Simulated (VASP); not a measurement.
Zn: single point with PBE

The system is Zn.

```
CELL_PARAMETERS angstrom
-1.53701 1.53701 1.53701
1.53701 -1.53701 1.53701
1.53701 1.53701 -1.53701
ATOMIC_POSITIONS crystal
Zn 0.00000 0.00000 0.00000
```

This cell differs from its parent crystal: volume scaled by 0.94.

```
Program                : VASP 6.6.1
Task                   : single point
Functional             : PBE
Potentials or basis    : VASP PAW PBE potentials, release 64 (Zn)
Cutoff                 : 520 eV
k mesh                 : 12 × 12 × 12
Occupations            : fermi-dirac, width 0.05 eV
Spin                   : no spin polarisation
Dipole correction      : no
Further INCAR settings : ALGO = Fast; EDIFF = 1e-07; NBANDS = 12
```

The pressure is 4.4 GPa. The band gap on the k mesh is zero (band 6 reaches 7.83 eV, above the bottom of band 7 at 2.66 eV).

Levels at points of the mesh, in eV from the Fermi level:
```
           k point  band 4  band 5  band 6  band 7  band 8  band 9
(0.00, 0.00, 0.00)   -7.96   -7.41   -7.41   19.99   19.99   19.99
(0.50, 0.00, 0.00)   -7.37   -7.03   -2.92   -0.90   11.78   13.07
(0.50, 0.50, 0.50)   -7.12   -7.12    4.27    4.27    4.27    8.18
```

Run time: 22 s on 1 thread of AMD EPYC 7R43 64-Core Processor (Zen 3), on a shared host, peak memory 0.09 GiB.
